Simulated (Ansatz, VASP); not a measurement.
**Cu3Te: VASP beside Ansatz**

INCAR

```
SYSTEM = Cu3Te
PREC = Accurate
ENCUT = 520
EDIFF = 1E-6
ISMEAR = -1
SIGMA = 0.05
LREAL = .FALSE.
LASPH = .TRUE.
NELM = 80
ALGO = Normal
ISIF = 2
LWAVE = .FALSE.
LCHARG = .FALSE.
GGA = PE
NBANDS = 28
```

Contents of KPOINTS:

```
Automatic mesh
0
G
  7 7 7
  0 0 0
```

Contents of POSCAR:

```
Cu3Te
1.0
    3.9727995962      0.0000000000      0.0000000000
    0.0000000000      3.9727995962      0.0000000000
    0.0000000000      0.0000000000      3.9727995962
Te Cu
1 3
Direct
    0.0000000000      0.0000000000      0.0000000000
    0.5000000000      0.5000000000      0.0000000000
    0.5000000000      0.0000000000      0.5000000000
    0.0000000000      0.5000000000      0.5000000000
```

Contents of input.yaml:

```yaml
crystal:
  lattice:
    - [3.9727995962, 0.0, 0.0]
    - [0.0, 3.9727995962, 0.0]
    - [0.0, 0.0, 3.9727995962]
  atoms:
    - { symbol: Te, position: [0.0, 0.0, 0.0] }
    - { symbol: Cu, position: [0.5, 0.5, 0.0] }
    - { symbol: Cu, position: [0.5, 0.0, 0.5] }
    - { symbol: Cu, position: [0.0, 0.5, 0.5] }
hamiltonian:
  xc: pbe
  pseudopotentials: { kind: paw }
kpoints:
  mp_grid: { grid: [7, 7, 7] }
scf:
  occupations: { method: fermi_dirac, width: 0.05 }
output:
  forces: true
  stress: true
  eigenvalues: true
  write_density: true
  write_potential: true
  elf: true
  volumetric_format: npy
```

Alike in both runs: task single point; functional PBE; k mesh 7 × 7 × 7; occupations fermi-dirac, width 0.05 eV; no spin polarisation.

|  | VASP | Ansatz |
| --- | --- | --- |
| version | VASP 6.6.1 | Ansatz 0.2.0 |
| potentials or method | VASP PAW PBE potentials, release 64 (Te, Cu) | Ansatz PAW |
| plane-wave cutoff (eV) | 520 | 420 |
| valence electrons in the cell | 39 | 73 |

Ansatz gave:

| Property | Result |
| --- | --- |
| gap on the k mesh at the Fermi level (eV) | none |
| pressure (GPa) | -0.8 |

Estimate VASP's values.

gap on the k mesh at the Fermi level (eV): none; pressure (GPa): -0.3.

A gap of «none» marks a metal or a gap that the smearing closes. VASP's potentials hold 39 valence electrons a cell and Ansatz's 73, so a difference there can come from the potentials and not from the codes.

Spin-orbit coupling is off throughout.
